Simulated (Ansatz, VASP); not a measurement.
**GaSe3 in VASP and in Ansatz**

```xyz
8
Lattice="-3.9221 3.9221 3.0211 3.9221 -3.9221 3.0211 3.9221 3.9221 -3.0211" Properties=species:S:1:pos:R:3 pbc="T T T"
Ga    0.0000    3.9221    1.5105
Ga    3.9221    0.0000    1.5105
Se    0.0000    0.0000    4.5316
Se    0.0000    0.0000    1.5105
Se    5.2871    1.3650    0.0000
Se   -1.3650    2.5571    3.0211
Se    2.5571    1.3650    3.0211
Se    1.3650    2.5571    0.0000
```

Change from the starting cell: species swapped into the AlPt3 type (I4/mcm, No. 140).

Alike in both runs: functional PBE; k mesh 4 × 4 × 4; occupations gaussian, width 0.1 eV; no spin polarisation.

Ansatz relaxed the structure, and its values are those at the end. VASP's run is a single point on that final structure, the one shown.

|  | VASP | Ansatz |
| --- | --- | --- |
| version | VASP 6.6.1 | Ansatz 0.2.0 |
| potentials or method | VASP PAW PBE potentials, release 64 (Ga_d, Se), cutoff 520 eV | scalar-relativistic, plane waves, PAW |
| valence electrons in the cell | 62 | 122 |

```tsv
	VASP	Ansatz	Ansatz less VASP
gap on the k mesh at the Fermi level (eV)	none	none	-
pressure (GPa)	0.1	0.0	-0.09
rms of the force components (eV/Å)	0.012	0.001	-0.0104
```

A gap of «none» marks a metal or a gap that the smearing closes. VASP's potentials hold 62 valence electrons a cell and Ansatz's 122, so a difference there can come from the potentials and not from the codes.
